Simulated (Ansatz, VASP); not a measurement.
## MgAgC6N6: VASP beside Ansatz

```
Mg Ag C N
1.0
     0.00000    5.54453    5.54453
     5.54453    0.00000    5.54453
     5.54453    5.54453    0.00000
Mg Ag C N
1 1 6 6
Cartesian
  0.0000 0.0000 0.0000
  5.5445 5.5445 5.5445
  2.2796 5.5445 5.5445
  5.5445 2.2796 5.5445
  5.5445 5.5445 2.2796
  8.8095 5.5445 5.5445
  5.5445 8.8095 5.5445
  5.5445 5.5445 8.8095
  3.4479 5.5445 5.5445
  5.5445 3.4479 5.5445
  5.5445 5.5445 3.4479
  7.6412 5.5445 5.5445
  5.5445 7.6412 5.5445
  5.5445 5.5445 7.6412
```

Alike in both runs: functional PBE; k mesh 4 × 4 × 4; occupations gaussian, width 0.1 eV; collinear spin.

Ansatz relaxed the structure, and its values are those at the end. VASP's run is a single point on that final structure, the one shown.

|  | VASP | Ansatz |
| --- | --- | --- |
| version | VASP 6.6.1 | Ansatz 0.2.0 |
| potentials or method | VASP PAW PBE potentials, release 64 (Mg, Ag, C, N), cutoff 520 eV | scalar-relativistic, plane waves, PAW |
| valence electrons in the cell | 67 | 83 |

VASP gave:

```
gap on the k mesh at the Fermi level (eV)                     : none
pressure (GPa)                                                : 0.6
rms of the force components (eV/Å)                            : 0.216
net moment per atom (μB)                                      : 0.07
size of the moment on the site where the two differ most (μB) : 0.08
```

**Question.** What did Ansatz give for the same quantities?

**Answer.** gap on the k mesh at the Fermi level (eV): none; pressure (GPa): 0.3; rms of the force components (eV/Å): 0.006; net moment per atom (μB): 0.07; size of the moment on the site where the two differ most (μB): 0.04.

Site moments also hang on the region over which each program counts them. A gap of «none» marks a metal or a gap that the smearing closes. One of these differences is far larger than is usual between the two programs; its cause wasn't traced. With one functional, cell and mesh, what is left measures potentials, basis and numerics. VASP's potentials hold 67 valence electrons a cell and Ansatz's 83, so a difference there can come from the potentials and not from the codes.

Noted on VASP's run: the standard files for N, O and F lose accuracy on very short bonds.
